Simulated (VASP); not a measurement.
# CdS (R3m) in VASP: single point with PBE

Aim: the single point of CdS with PBE.

All numbers are computed with VASP 6.6.1; they aren't measurements. Logs are shortened: lines on timing, memory, paths and dates and some standing lists are left out, and cuts for length are marked.

## 1. The cell of the first run

It takes space group R3m (No. 160, trigonal). The conventional cell has a = 4.001 Å, b = 4.001 Å, c = 10.531 Å, α = 90.00°, β = 90.00°, γ = 120.00°. Within 3.3 Å of Cd (site symmetry 3m) lie 4 S at 2.51 to 2.52 Å. S (site symmetry 3m) has 4 Cd at 2.51 to 2.52 Å within 3.3 Å.

## 2. Single point, PBE (epitaxial 111 strain -3.8%)

The input, INCAR:

```
SYSTEM = CdS
PREC     = Accurate       ! precision mode
ENCUT    = 630            ! plane-wave cutoff, eV
EDIFF    = 1E-6           ! SCF threshold, eV
ISMEAR   = -1             ! smearing method
SIGMA    = 0.02           ! smearing width, eV
LREAL    = .False.        ! projectors in reciprocal space
LASPH    = .True.         ! aspherical terms in the spheres
NELM     = 120            ! most SCF steps
ALGO     = Normal         ! electronic algorithm
ISIF     = 2              ! what is computed and relaxed
LWAVE    = .False.        ! write WAVECAR
LCHARG   = .True.         ! write CHGCAR
GGA      = PE             ! functional
LELF     = .True.         ! ELF
LVHAR    = .True.       
NBANDS   = 20             ! bands
GGA_COMPAT= .False.
```

The input, KPOINTS:

```
Automatic mesh
0
Gamma
  8 8 8
  0 0 0
```

The input, POSCAR:

```
CdS
1.0
    0.1406551057      2.9696493917      2.9696493917
    2.9696493917      0.1406551057      2.9696493917
    2.9696493917      2.9696493917      0.1406551057
Cd S
1 1
Direct
    0.0054049610      0.0054049610      0.0054049610
    0.2445950390      0.2445950390      0.2445950390
```

Potentials or basis: VASP PAW PBE potentials, release 64 (Cd_sv_GW, S).

Launch:

```sh
cat potpaw_PBE.64/Cd_sv_GW/POTCAR potpaw_PBE.64/S/POTCAR > POTCAR
mpirun -np 1 vasp_std > vasp.out
```

OUTCAR:

```text
SYSTEM = CdS
   PREC = Accurate
   ENCUT = 630
   EDIFF = 1E-6
   ISMEAR = -1
   LREAL = .False.
   LASPH = .True.
   NELM = 120
   ISIF = 2
   GGA = PE

 ion  position               nearest neighbor table
   1  0.005  0.005  0.005-   2 2.51   2 2.51   2 2.51   2 2.52
   2  0.245  0.245  0.245-   1 2.51   1 2.51   1 2.51   1 2.52

  LATTYP: Found a trigonal (rhomboedric) cell.
 ALAT       =     4.2020731643
 COS(alpha) =     0.5467509308

  Lattice vectors:

 A1 = (   0.1406551057,   2.9696493917,   2.9696493917)
 A2 = (   2.9696493917,   0.1406551057,   2.9696493917)
 A3 = (   2.9696493917,   2.9696493917,   0.1406551057)

Analysis of symmetry for initial positions (statically):
=====================================================================
 Subroutine PRICEL returns:
 Original cell was already a primitive cell.

 Routine SETGRP: Setting up the symmetry group for a
 trigonal (rhombohedral) supercell.

 Subroutine GETGRP returns: Found  6 space group operations
 (whereof  6 operations were pure point group operations)
 out of a pool of 12 trial point group operations.

The static configuration has the point symmetry C_3v.

Analysis of symmetry for dynamics (positions and initial velocities):
=====================================================================
 Subroutine PRICEL returns:
 Original cell was already a primitive cell.

 Routine SETGRP: Setting up the symmetry group for a
 trigonal (rhombohedral) supercell.

 Subroutine GETGRP returns: Found  6 space group operations
 (whereof  6 operations were pure point group operations)
 out of a pool of 12 trial point group operations.

The dynamic configuration has the point symmetry C_3v.

 Subroutine INISYM returns: Found  6 space group operations
 (whereof  6 operations are pure point group operations),
 and found     1 'primitive' translations

----------------------------------------------------------------------------------------

                                     Primitive cell

  volume of cell :      48.6591

  direct lattice vectors                    reciprocal lattice vectors
     0.140655106  2.969649392  2.969649392    -0.180830029  0.172652480  0.172652480
     2.969649392  0.140655106  2.969649392     0.172652480 -0.180830029  0.172652480
[... 79 lines left out ...]
   ISPIN  =      1    spin polarized calculation?
   LNONCOLLINEAR =      F non collinear calculations
   LSORBIT =      F    spin-orbit coupling
   LASPH  =      T    aspherical Exc in radial PAW
   ENCUT  =  630.0 eV  46.30 Ry    6.80 a.u.   8.60  8.60  8.60*2*pi/ulx,y,z
   NELM   =    120;   NELMIN=  2; NELMDL= -5     # of ELM steps
   EDIFF  = 0.1E-05   stopping-criterion for ELM
   LREAL  =      F    real-space projection
   EDIFFG = 0.1E-04   stopping-criterion for IOM
   NSW    =      0    number of steps for IOM
   IBRION =     -1    ionic relax: 0-MD 1-quasi-New 2-CG
   NFREE  =      0    steps in history (QN), initial steepest desc. (CG)
   ISIF   =      2    stress and relaxation
   ISYM   =      2    0-nonsym 1-usesym 2-fastsym
   POTIM  = 0.5000    time-step for ionic-motion
   TEBEG  =    0.0;   TEEND  =   0.0 temperature during run
   PSTRESS=    0.0 pullay stress
   NELECT =      26.0000    total number of electrons
   NUPDOWN=      -1.0000    fix difference up-down
   EMIN   =  10.00;   EMAX   =-10.00  energy-range for DOS
   EFERMI =   0.00;   METHOD = LEGACY
   ISMEAR =    -1;   SIGMA  =   0.02  broadening in eV -4-tet -1-fermi 0-gaus
   EFERMI_NEDOS =   21; number of points for ismear=-14 and -15
   IALGO  =     38    algorithm
   IMIX   =      4    mixing-type and parameters
     AMIX     =   0.40;   BMIX     =  1.00
     AMIX_MAG =   1.60;   BMIX_MAG =  1.00
  volume/ion in A,a.u.               =      24.33       164.18
  Fermi-wavevector in a.u.,A,eV,Ry     =   1.328448  2.510402 24.011199  1.764773
  Thomas-Fermi vector in A             =   2.457685
   LORBIT       =      0    0 simple, 1 ext, 2 COOP (PROOUT), +10 PAW based schemes
   GGA     = PE    functional components
   LHFCALC =     F    Hartree Fock is set to
   AEXX    =    0.0000 exact exchange contribution
   IVDW    =     0    specifies the selected vdW correction
   LEPSILON=     F    determine dielectric tensor
   LRPA    =     F    only Hartree local field effects (RPA)
 non-spin polarized calculation
  energy-cutoff  :      630.00
  volume of cell :       48.66
 maximum number of plane-waves:      1772
 NGX is ok and might be reduce to    36
   NGX = 17   NGY = 17   NGZ = 17

 number of electron      26.0000003 magnetization

 Free energy of the ion-electron system (eV)
  ---------------------------------------------------
  ext. energy  EPLUGINS =         0.00000000
  ---------------------------------------------------
  free energy    TOTEN  =        -6.15451133 eV

  energy without entropy =       -6.15451133  energy(sigma->0) =       -6.15451133

 E-fermi :   3.6524     XC(G=0):  -9.3643

 val. band max:        3.1539082791   @ k =   0.0000   0.0000   0.0000
 cond. band min:       4.1607238004   @ k =   0.0000   0.0000   0.0000
 fundamental gap:      1.0068155213
 Fermi energy:         3.6524239169

 k-point     1 :       0.0000    0.0000    0.0000
  band No.  band energies     occupation
      1     -98.3255      2.00000
      2     -59.3901      2.00000
      3     -59.3901      2.00000
      4     -59.3834      2.00000
      5      -9.4134      2.00000
      6      -4.7752      2.00000
[... 541 lines left out ...]
     19      14.2640      0.00000
     20      15.1753      0.00000

 [... further k-points ...]

------------------------ aborting loop because EDIFF is reached ----------------------------------------

  FORCE on cell =-STRESS in cart. coord.  units (eV):
  Direction    XX          YY          ZZ          XY          YZ          ZX
  --------------------------------------------------------------------------------------
  -------------------------------------------------------------------------------------
  Total        1.1435856      1.1435856      1.1435856     -0.3685632     -0.3685632     -0.3685632
  in kB       37.6543226     37.6543226     37.6543226    -12.1355141    -12.1355141    -12.1355141
  external PRESSURE =      37.6543226 kB  Pullay stress =       0.0000000 kB

 VOLUME and BASIS-vectors are now :
 -----------------------------------------------------------------------------
  energy-cutoff  :      630.00
  volume of cell :       48.66
      direct lattice vectors                 reciprocal lattice vectors
     0.140655106  2.969649392  2.969649392    -0.180830029  0.172652480  0.172652480
     2.969649392  0.140655106  2.969649392     0.172652480 -0.180830029  0.172652480
     2.969649392  2.969649392  0.140655106     0.172652480  0.172652480 -0.180830029

 POSITION                                       TOTAL-FORCE (eV/Angst)
 -----------------------------------------------------------------------------------
      0.03286      0.03286      0.03286        -0.000164     -0.000164     -0.000164
      1.48713      1.48713      1.48713         0.000164      0.000164      0.000164
 -----------------------------------------------------------------------------------
    total drift:                                0.001237      0.001237      0.001237

  FREE ENERGIE OF THE ION-ELECTRON SYSTEM (eV)
  ---------------------------------------------------
  free  energy   TOTEN  =        -6.1545113333 eV

  energy  without entropy=       -6.1545113333  energy(sigma->0) =       -6.15451133
```

stdout:

```text
POSCAR found type information on POSCAR CdS
 POSCAR found :  2 types and       2 ions
 scaLAPACK will be used
 LDA part: xc-table for (Slater+PW92), standard interpolation
 POSCAR, INCAR and KPOINTS ok, starting setup
 FFT: planning ... GRIDC
 FFT: planning ... GRID_SOFT
 FFT: planning ... GRID
 WAVECAR not read
 entering main loop
```

It took 40 s on 1 thread of Intel Xeon 6975P-C (Granite Rapids), shared host; peak memory 0.27 GiB.

Results:

- Free energy: -6.1545 eV
- Pressure: 3.8 GPa
- Band gap on the k mesh: 1.01 eV

Caveat: the cell differs from its parent crystal (epitaxial 111 strain -3.8%); the cell stands under pressure; the structure was generated, so it needn't be the stable form of CdS.
